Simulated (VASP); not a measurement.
Crystal: Zr3SeS2.

```xyz
6
Lattice="8.2643 0.0000 0.0000 -4.1321 7.1571 0.0000 0.0000 0.0000 3.2012" Properties=species:S:1:pos:R:3 pbc="T T T"
Zr    4.1321    0.0000    1.6006
Zr   -2.0661    3.5785    1.6006
Zr    2.0661    3.5785    1.6006
Se    0.0000    0.0000    1.6006
S     0.0000    4.7714    1.6006
S     4.1321    2.3857    1.6006
```

The cell was generated, and may not be a known phase.

```yaml
Program: VASP 6.6.1
Task: relaxation of cell and atoms
Functional: PBE
Potentials_or_basis: VASP PAW PBE potentials, release 64 (Zr_sv, Se, S)
Cutoff: 600 eV
k_mesh: 3 × 3 × 6
Occupations: gaussian, width 0.1 eV
Spin: no spin polarisation
```

At the start: pressure -0.5 GPa; volume 31.56 Å³/atom.

Where does the relaxation end?

Over 3 steps the energy falls by 5.3 meV/atom and the volume is 30.89 Å³/atom (-2.1 %); space group P6/mmm (No. 191, to 0.1 Å) before and after.

The path:
```
step  energy change (eV)  largest force (eV/Å)  pressure (GPa)  volume (Å³)
   1              0.0000                0.0000           -0.53       189.34
   2             -0.0289                0.0000           -0.10       186.45
   3             -0.0316                0.0000            0.08       185.36
```

Final structure:
```
Zr Se S
1.0
     8.28276    0.00000    0.00000
    -4.14138    7.17308    0.00000
     0.00000    0.00000    3.11994
Zr Se S
3 1 2
Direct
  0.50000 0.00000 0.50000
  0.00000 0.50000 0.50000
  0.50000 0.50000 0.50000
  0.00000 0.00000 0.50000
  0.33333 0.66667 0.50000
  0.66667 0.33333 0.50000
```
